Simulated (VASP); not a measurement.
Write the native input for VASP 6.6.1 that does the following.

```
Task                   : single point
Functional             : PBE
Potentials or basis    : VASP PAW PBE potentials, release 64 (Bi_d, Te)
Cutoff                 : 520 eV
k mesh                 : 14 × 14 × 14
Occupations            : gaussian, width 0.1 eV
Spin                   : no spin polarisation
Dipole correction      : no
Further INCAR settings : ALGO = Normal; EDIFF = 1e-06; NBANDS = 18
```

The structure of BiTe lies in POSCAR:

```
BiTe
1.0
    0.0000000000      3.2350000000      3.2350000000
    3.2350000000      0.0000000000      3.2350000000
    3.2350000000      3.2350000000      0.0000000000
Bi Te
1 1
Direct
    0.0000000000      0.0000000000      0.0000000000
    0.5000000000      0.5000000000      0.5000000000
```

The input as run:

INCAR

```
PREC = Accurate ; ENCUT = 520
EDIFF = 1E-6 ; ISMEAR = 0
SIGMA = 0.1 ; LREAL = F
LASPH = T ; NELM = 60
ALGO = Normal ; ISIF = 2
LWAVE = F ; LCHARG = F
GGA = PE ; NBANDS = 18
```

KPOINTS

```
Automatic mesh
0
Gamma
  14 14 14
```

Potentials or basis: VASP PAW PBE potentials, release 64 (Bi_d, Te).

Run with:

```console
$ cat potpaw_PBE.64/Bi_d/POTCAR potpaw_PBE.64/Te/POTCAR > POTCAR
$ mpirun -np 1 vasp_std > vasp.out
```

Results of the run:

- Pressure: 0.7 GPa
- Band gap on the k mesh: zero (an odd number of electrons rules out a gap without spin polarisation)

Caveat: spin-orbit coupling is left out, which moves the levels of the heavy elements.

Wall time 2.8 min on 1 thread of AMD EPYC 7R13, with other jobs on the host, peak memory 0.26 GiB.
